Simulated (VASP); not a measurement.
# AlN (P6_3/mmc) in VASP: notebook, part 2 of 2

VASP 6.6.1. The steps go on from the part before.

## Step 4: Single point, PBEsol (volume 9.301 Å^3 an atom, c/a of the conventional cell 1.2341)

INCAR

```
PREC = Accurate
ENCUT = 520
EDIFF = 1E-6
ISMEAR = 0
SIGMA = 0.05
LREAL = F
LASPH = T
NELM = 100
ALGO = Normal
ISIF = 2
LWAVE = F
LCHARG = F
GGA = PS
NBANDS = 16
```

KPOINTS

```
Automatic mesh
0
Gamma
  9 9 6
```

POSCAR

```
AlN
1.0
    3.2651480939      0.0000000000      0.0000000000
   -1.6325740470      2.8277011964      0.0000000000
    0.0000000000      0.0000000000      4.0295192627
Al N
2 2
Direct
    0.3333333333      0.6666666667      0.7500000000
    0.6666666667      0.3333333333      0.2500000000
    0.3333333333      0.6666666667      0.2500000000
    0.6666666667      0.3333333333      0.7500000000
```

Potentials or basis: VASP PAW PBE potentials, release 64 (Al, N).

Command:

```
$ cat potpaw_PBE.64/Al/POTCAR potpaw_PBE.64/N/POTCAR > POTCAR
$ mpirun -np 1 vasp_std > vasp.out
```

OUTCAR:

```text
PREC = Accurate
   ENCUT = 520
   EDIFF = 1E-6
   ISMEAR = 0
   LREAL = F
   LASPH = T
   NELM = 100
   ISIF = 2
   GGA = PS

 ion  position               nearest neighbor table
   1  0.333  0.667  0.750-   4 1.89   4 1.89   4 1.89   3 2.01   3 2.01   2 2.76   2 2.76   2 2.76
                             2 2.76   2 2.76   2 2.76
   2  0.667  0.333  0.250-   3 1.89   3 1.89   3 1.89   4 2.01   4 2.01   1 2.76   1 2.76   1 2.76
                             1 2.76   1 2.76   1 2.76
   3  0.333  0.667  0.250-   2 1.89   2 1.89   2 1.89   1 2.01   1 2.01
   4  0.667  0.333  0.750-   1 1.89   1 1.89   1 1.89   2 2.01   2 2.01

  LATTYP: Found a hexagonal cell.
 ALAT       =     3.2651480939
 C/A-ratio  =     1.2341000000

  Lattice vectors:

 A1 = (   3.2651480939,   0.0000000000,   0.0000000000)
 A2 = (  -1.6325740470,   2.8277011964,   0.0000000000)
 A3 = (   0.0000000000,   0.0000000000,   4.0295192627)

Analysis of symmetry for initial positions (statically):
=====================================================================
 Subroutine PRICEL returns:
 Original cell was already a primitive cell.

 Routine SETGRP: Setting up the symmetry group for a
 hexagonal supercell.

 Subroutine GETGRP returns: Found 24 space group operations
 (whereof 12 operations were pure point group operations)
 out of a pool of 24 trial point group operations.

The static configuration has the point symmetry D_3d.
 The point group associated with its full space group is D_6h.

Analysis of symmetry for dynamics (positions and initial velocities):
=====================================================================
 Subroutine PRICEL returns:
 Original cell was already a primitive cell.

 Routine SETGRP: Setting up the symmetry group for a
 hexagonal supercell.

 Subroutine GETGRP returns: Found 24 space group operations
 (whereof 12 operations were pure point group operations)
 out of a pool of 24 trial point group operations.

The dynamic configuration has the point symmetry D_3d.
 The point group associated with its full space group is D_6h.

 Subroutine INISYM returns: Found 24 space group operations
 (whereof 12 operations are pure point group operations),
 and found     1 'primitive' translations

----------------------------------------------------------------------------------------

                                     Primitive cell

  volume of cell :      37.2040

  direct lattice vectors                    reciprocal lattice vectors
     3.265148094  0.000000000  0.000000000     0.306264822  0.176822077  0.000000000
    -1.632574047  2.827701196  0.000000000     0.000000000  0.353644155  0.000000000
     0.000000000  0.000000000  4.029519263     0.000000000  0.000000000  0.248168562

  length of vectors
     3.265148094  3.265148094  4.029519263     0.353644155  0.353644155  0.248168562

  position of ions in fractional coordinates (direct lattice)
     0.333333333  0.666666667  0.750000000
     0.666666667  0.333333333  0.250000000
     0.333333333  0.666666667  0.250000000
     0.666666667  0.333333333  0.750000000

  ion indices of the primitive-cell ions
   primitive index   ion index
                 1           1
                 2           2
                 3           3
                 4           4

----------------------------------------------------------------------------------------

 KPOINTS: Automatic mesh

Automatic generation of k-mesh.
 Grid dimensions read from file:
 generate k-points for:    9    9    6

 Generating k-lattice:

  Cartesian coordinates                     Fractional coordinates (reciprocal lattice)
     0.034029425  0.019646897  0.000000000     0.111111111  0.000000000  0.000000000
     0.000000000  0.039293795  0.000000000     0.000000000  0.111111111  0.000000000
     0.000000000  0.000000000  0.041361427     0.000000000  0.000000000  0.166666667

  Length of vectors
     0.039293795  0.039293795  0.041361427

  Shift w.r.t. Gamma in fractional coordinates (k-lattice)
     0.000000000  0.000000000  0.000000000

 Subroutine IBZKPT returns following result:
 ===========================================

 Found     48 irreducible k-points:

 Following reciprocal coordinates:
            Coordinates               Weight
  0.000000  0.000000  0.000000      1.000000
  0.111111  0.000000  0.000000      6.000000
  0.222222  0.000000  0.000000      6.000000
  0.333333 -0.000000  0.000000      6.000000
  0.444444  0.000000  0.000000      6.000000
  0.111111  0.111111  0.000000      6.000000
[... 16 lines left out ...]
  0.333333  0.222222  0.166667     24.000000
  0.333333  0.333333  0.166667      4.000000
 [... further k-points ...]
   k-points           NKPTS =     48   k-points in BZ     NKDIM =     48   number of bands    NBANDS=     16
   number of dos      NEDOS =    301   number of ions     NIONS =      4
   total plane-waves  NPLWV =  17280
   dimension x,y,z NGX =    24 NGY =   24 NGZ =   30
   dimension x,y,z NGXF=    48 NGYF=   48 NGZF=   60
   ions per type =               2   2
   NGX,Y,Z   is equivalent  to a cutoff of  12.22, 12.22, 12.38 a.u.
   NGXF,Y,Z  is equivalent  to a cutoff of  24.44, 24.44, 24.75 a.u.
 SYSTEM =  unknown system
   PREC   = accura    normal or accurate (medium, high low for compatibility)
   ISTART =      0    job   : 0-new  1-cont  2-samecut
   ICHARG =      2    charge: 1-file 2-atom 10-const
   ISPIN  =      1    spin polarized calculation?
   LNONCOLLINEAR =      F non collinear calculations
   LSORBIT =      F    spin-orbit coupling
   LASPH  =      T    aspherical Exc in radial PAW
   ENCUT  =  520.0 eV  38.22 Ry    6.18 a.u.   6.07  6.07  7.49*2*pi/ulx,y,z
   NELM   =    100;   NELMIN=  2; NELMDL= -5     # of ELM steps
   EDIFF  = 0.1E-05   stopping-criterion for ELM
   LREAL  =      F    real-space projection
   EDIFFG = 0.1E-04   stopping-criterion for IOM
   NSW    =      0    number of steps for IOM
   IBRION =     -1    ionic relax: 0-MD 1-quasi-New 2-CG
   NFREE  =      0    steps in history (QN), initial steepest desc. (CG)
   ISIF   =      2    stress and relaxation
   ISYM   =      2    0-nonsym 1-usesym 2-fastsym
   POTIM  = 0.5000    time-step for ionic-motion
   TEBEG  =    0.0;   TEEND  =   0.0 temperature during run
   PSTRESS=    0.0 pullay stress
   NELECT =      16.0000    total number of electrons
   NUPDOWN=      -1.0000    fix difference up-down
   EMIN   =  10.00;   EMAX   =-10.00  energy-range for DOS
   EFERMI =   0.00;   METHOD = LEGACY
   ISMEAR =     0;   SIGMA  =   0.05  broadening in eV -4-tet -1-fermi 0-gaus
   EFERMI_NEDOS =   21; number of points for ismear=-14 and -15
   IALGO  =     38    algorithm
   IMIX   =      4    mixing-type and parameters
     AMIX     =   0.40;   BMIX     =  1.00
     AMIX_MAG =   1.60;   BMIX_MAG =  1.00
  volume/ion in A,a.u.               =       9.30        62.77
  Fermi-wavevector in a.u.,A,eV,Ry     =   1.235715  2.335163 20.775978  1.526991
  Thomas-Fermi vector in A             =   2.370353
   LORBIT       =      0    0 simple, 1 ext, 2 COOP (PROOUT), +10 PAW based schemes
   GGA     = PS    functional components
   LHFCALC =     F    Hartree Fock is set to
   AEXX    =    0.0000 exact exchange contribution
   IVDW    =     0    specifies the selected vdW correction
   LEPSILON=     F    determine dielectric tensor
   LRPA    =     F    only Hartree local field effects (RPA)
 non-spin polarized calculation
 Gauss-broadening in eV      SIGMA  =   0.05
  energy-cutoff  :      520.00
  volume of cell :       37.20
 maximum number of plane-waves:      1032
   NGX = 13   NGY = 13   NGZ = 15

 number of electron      16.0000000 magnetization

 Free energy of the ion-electron system (eV)
  ---------------------------------------------------
  ext. energy  EPLUGINS =         0.00000000
  ---------------------------------------------------
  free energy    TOTEN  =       -30.87791941 eV

  energy without entropy =      -30.87791941  energy(sigma->0) =      -30.87791941

 E-fermi :   8.7612     XC(G=0): -11.6497

 val. band max:        8.5327494957   @ k =   0.0000   0.0000   0.0000
 cond. band min:      12.2613215328   @ k =   0.0000   0.0000   0.0000
 fundamental gap:      3.7285720371
 Fermi energy:         8.7611750524

 k-point     1 :       0.0000    0.0000    0.0000
  band No.  band energies     occupation
      1      -8.6894      2.00000
      2      -4.5417      2.00000
      3       1.3415      2.00000
      4       5.0639      2.00000
      5       5.0639      2.00000
      6       6.9242      2.00000
[... 433 lines left out ...]
      3       1.6172      2.00000
      4       2.8188      2.00000
      5       2.8188      2.00000
      6       5.5582      2.00000
[... 8 lines left out ...]
     15      20.1303      0.00000
     16      22.3991      0.00000

 [... further k-points ...]
[... 5 lines left out ...]
  --------------------------------------------------------------------------------------
  -------------------------------------------------------------------------------------
  Total        2.4471289      2.4471289      3.0587223     -0.0000000      0.0000000     -0.0000000
  in kB      105.3847551    105.3847551    131.7228148     -0.0000000      0.0000000     -0.0000000
  external PRESSURE =     114.1641084 kB  Pullay stress =       0.0000000 kB

 VOLUME and BASIS-vectors are now :
 -----------------------------------------------------------------------------
  energy-cutoff  :      520.00
  volume of cell :       37.20
      direct lattice vectors                 reciprocal lattice vectors
     3.265148094  0.000000000  0.000000000     0.306264822  0.176822077  0.000000000
    -1.632574047  2.827701196  0.000000000     0.000000000  0.353644155  0.000000000
     0.000000000  0.000000000  4.029519263     0.000000000  0.000000000  0.248168562

 POSITION                                       TOTAL-FORCE (eV/Angst)
 -----------------------------------------------------------------------------------
     -0.00000      1.88513      3.02214         0.000000      0.000000      0.000000
      1.63257      0.94257      1.00738        -0.000000      0.000000      0.000000
     -0.00000      1.88513      1.00738         0.000000     -0.000000      0.000000
      1.63257      0.94257      3.02214         0.000000     -0.000000      0.000000
 -----------------------------------------------------------------------------------
    total drift:                               -0.000000      0.000000     -0.000000

  FREE ENERGIE OF THE ION-ELECTRON SYSTEM (eV)
  ---------------------------------------------------
  free  energy   TOTEN  =       -30.8779194059 eV

  energy  without entropy=      -30.8779194059  energy(sigma->0) =      -30.87791941
```

stdout:

```text
POSCAR found type information on POSCAR AlN
 POSCAR found :  2 types and       4 ions
 scaLAPACK will be used
 -----------------------------------------------------------------------------
|                                                                             |
|                                                                             |
|     You enforced a specific xc type in the INCAR file but a different       |
|     I HOPE YOU KNOW WHAT YOU ARE DOING!                                     |
|                                                                             |
 -----------------------------------------------------------------------------

 LDA part: xc-table for (Slater+PW92), standard interpolation
 POSCAR, INCAR and KPOINTS ok, starting setup
 FFT: planning ... GRIDC
 FFT: planning ... GRID_SOFT
 FFT: planning ... GRID
 WAVECAR not read
 entering main loop
```

Run time: 24 s. Hardware: 1 thread of Intel Xeon 8259CL, shared host; peak memory 0.15 GiB.

Results:

```
Free energy            : -30.8779 eV
Pressure               : 11.4 GPa
Band gap on the k mesh : 3.73 eV, direct
```

Caveat: the PAW data sets were made with another functional, which shifts forces and pressure a little. A k mesh can miss the band edges.

## Step 5: Single point, PBEsol (volume 9.301 Å^3 an atom, c/a of the conventional cell 1.3158)

INCAR

```
SYSTEM = AlN
PREC = Accurate ; ENCUT = 520
EDIFF = 1E-6 ; ISMEAR = 0
SIGMA = 0.05 ; LREAL = .FALSE.
LASPH = .TRUE. ; NELM = 80
ALGO = Normal ; ISIF = 2
LWAVE = .FALSE. ; LCHARG = .FALSE.
GGA = PS ; NBANDS = 16
```

KPOINTS

```
regular mesh
0
G
  9 9 6
  0 0 0
```

POSCAR

```
AlN
1.0
    3.1961197342      0.0000000000      0.0000000000
   -1.5980598671      2.7679208834      0.0000000000
    0.0000000000      0.0000000000      4.2054543463
Al N
2 2
Direct
    0.3333333333      0.6666666667      0.7500000000
    0.6666666667      0.3333333333      0.2500000000
    0.3333333333      0.6666666667      0.2500000000
    0.6666666667      0.3333333333      0.7500000000
```

Command:

```
$ cat potpaw_PBE.64/Al/POTCAR potpaw_PBE.64/N/POTCAR > POTCAR
$ mpirun -np 1 vasp_std > vasp.out
```

It took 24 s on 1 thread of Intel Xeon 8259CL, shared host; peak memory 0.15 GiB.

It converged, with:

- Free energy: -30.8160 eV
- Pressure: 14.0 GPa
- Band gap on the k mesh: 3.61 eV, direct

Stress tensor (GPa, compression positive):
```
18.93  0.00  0.00
 0.00 18.93  0.00
 0.00  0.00  4.11
```

Levels at points of the mesh, in eV from the valence-band top:
| k point | band 5 | band 6 | band 7 | band 8 | band 9 | band 10 | band 11 | band 12 |
| --- | --- | --- | --- | --- | --- | --- | --- | --- |
| (0.00, 0.00, 0.00) | -3.48 | -1.96 | -1.96 | 0.00 | 3.61 | 4.96 | 8.63 | 8.63 |
| (0.00, 0.00, 0.50) | -2.76 | -2.76 | -2.76 | -2.76 | 5.93 | 5.93 | 8.82 | 8.82 |

Caveat: the PAW data sets were made with another functional, which shifts forces and pressure a little. A k mesh can miss the band edges.

## Step 6: Single point, PBEsol (volume 9.301 Å^3 an atom, c/a of the conventional cell 1.2540)

INCAR

```
SYSTEM = AlN
PREC     = Accurate       ! precision mode
ENCUT    = 520            ! plane-wave cutoff, eV
EDIFF    = 1E-6           ! SCF threshold, eV
ISMEAR   = 0              ! smearing method
SIGMA    = 0.05           ! smearing width, eV
LREAL    = .False.        ! projectors in reciprocal space
LASPH    = .True.         ! aspherical terms in the spheres
NELM     = 80             ! most SCF steps
ALGO     = Normal         ! electronic algorithm
ISIF     = 2              ! what is computed and relaxed
LWAVE    = .False.        ! write WAVECAR
LCHARG   = .False.        ! write CHGCAR
GGA      = PS             ! functional
NBANDS   = 16             ! bands
```

KPOINTS

```
regular mesh
0
Gamma
  9 9 6
  0 0 0
```

POSCAR

```
AlN
1.0
    3.2477849220      0.0000000000      0.0000000000
   -1.6238924610      2.8126642485      0.0000000000
    0.0000000000      0.0000000000      4.0727193266
Al N
2 2
Direct
    0.3333333333      0.6666666667      0.7500000000
    0.6666666667      0.3333333333      0.2500000000
    0.3333333333      0.6666666667      0.2500000000
    0.6666666667      0.3333333333      0.7500000000
```

Potentials or basis: VASP PAW PBE potentials, release 64 (Al, N).

Command:

```
$ cat potpaw_PBE.64/Al/POTCAR potpaw_PBE.64/N/POTCAR > POTCAR
$ mpirun -np 1 vasp_std > vasp.out
```

Wall time 29 s (1 thread of Intel Xeon 8259CL, shared host); peak memory 0.16 GiB.

The run converged. Its results:

* Free energy: -30.8788 eV
* Pressure: 11.7 GPa
* Band gap on the k mesh: 3.70 eV, direct

Stress tensor (GPa, compression positive):
```
12.37  0.00  0.00
 0.00 12.37  0.00
 0.00  0.00 10.46
```

Levels at points of the mesh, in eV from the valence-band top:
| k point | band 4 | band 5 | band 6 | band 7 | band 8 | band 9 | band 10 | band 11 | band 12 | band 13 |
| --- | --- | --- | --- | --- | --- | --- | --- | --- | --- | --- |
| (0.00, 0.00, 0.00) | -3.48 | -3.48 | -1.70 | -1.70 | 0.00 | 3.70 | 4.88 | 8.48 | 8.48 | 11.74 |
| (0.00, 0.00, 0.50) | -3.83 | -2.63 | -2.63 | -2.63 | -2.63 | 6.00 | 6.00 | 8.61 | 8.61 | 8.61 |

Caveat: the PAW data sets were made with another functional, which shifts forces and pressure a little.

## Step 7: Overview

| cell | gap on the mesh (eV) | pressure (GPa) |
| --- | --- | --- |
| a = 3.381, b = 3.381, c = 4.041 Å, angles 90.0, 90.0, 120.0°, 4 atoms | 3.31 | -5.1 |
| a = 3.230, b = 3.230, c = 4.117 Å, angles 90.0, 90.0, 120.0°, 4 atoms | 3.67 | 12.3 |
| a = 3.265, b = 3.265, c = 4.030 Å, angles 90.0, 90.0, 120.0°, 4 atoms | 3.73 | 11.4 |
| a = 3.196, b = 3.196, c = 4.205 Å, angles 90.0, 90.0, 120.0°, 4 atoms | 3.61 | 14.0 |
| a = 3.248, b = 3.248, c = 4.073 Å, angles 90.0, 90.0, 120.0°, 4 atoms | 3.70 | 11.7 |

Alike in all rows: task single point; level PBEsol; potentials or basis VASP PAW PBE potentials, release 64 (Al, N); no spin polarisation; k mesh 9 × 9 × 6; cutoff (eV) 520; smearing gaussian 0.05 eV.

Caveats: the PAW data sets were made with another functional, which shifts forces and pressure a little.

Absolute energies hang on the potentials; compare differences alone.
